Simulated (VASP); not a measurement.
Input of a VASP 6.6.1 run:

Contents of INCAR:

```
ALGO = Normal ; EDIFF = 1E-6
ENCUT = 520 ; GGA = CA
ISIF = 2 ; ISMEAR = 0
LASPH = T ; LCHARG = F
LREAL = F ; LWAVE = F
NBANDS = 11 ; NELM = 100
PREC = Accurate ; SIGMA = 0.05
```

The input KPOINTS:

```
k-points
0
Gamma
  14 14 8
```

Contents of POSCAR:

```
C
1.0
    2.1172982844     -1.2223180717      0.0006268158
    2.1172982844      1.2225500221     -0.0238218652
   -1.3916690928     -0.0333730192      3.3373019203
C
2
Direct
    0.8333830096      0.8333830096      0.0001497828
    0.1666169904      0.1666169904      0.9998502172
```

Potentials or basis: VASP PAW LDA potentials, release 64 (C).

Run with:

```sh
$ cat potpaw_LDA.64/C/POTCAR > POTCAR
$ mpirun -np 1 vasp_std > vasp.out
```

Task: Estimate the pressure.

Result: 0.8 GPa.

Task: What does it give for the largest force?

Result: 0.005 eV/Å.

Stress tensor (GPa, compression positive):
```
 1.27 -0.05  0.00
-0.05  1.23  0.08
 0.00  0.08 -0.12
```

Caveat: the cell differs from its parent crystal (strain -0.0200 x Voigt [0, 0, 0, 1, 0, 0]).
